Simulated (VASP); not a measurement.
A run of VASP 6.6.1 is set up as follows.

Contents of INCAR:

```
  ALGO = Normal
  EDIFF = 1E-6
  ENCUT = 910
  GGA = CA
  GGA_COMPAT = F
  ISIF = 2
  ISMEAR = -1
  LASPH = T
  LCHARG = T
  LELF = T
  LREAL = F
  LVHAR = T
  LWAVE = F
  NBANDS = 11
  NELM = 120
  PREC = Accurate
  SIGMA = 0.05
```

Contents of KPOINTS:

```
k-points
0
Gamma
  13 13 13
```

The input POSCAR:

```
C
1.0
    0.0000000000      1.7592674508      1.7592674508
    1.7592674508      0.0000000000      1.7592674508
    1.7592674508      1.7592674508      0.0000000000
C
2
Direct
    0.7500000000      0.7500000000      0.7500000000
    0.5000000000      0.5000000000      0.5000000000
```

Potentials or basis: VASP PAW LDA potentials, release 64 (C_h).

The run is started by

```bash
$ cat potpaw_LDA.64/C_h/POTCAR > POTCAR
$ mpirun -np 1 vasp_std > vasp.out
```

(1) What does it give for the band gap on the k mesh?

(2) Predict the pressure.

## Answers

(1) 4.21 eV, indirect (least direct gap 5.66 eV).

(2) 6.0 GPa.

Caveat: the cutoff is under 1.25 times the usual one of these potentials, so pressure, stress and relaxed cells hold a basis-set (Pulay) error.
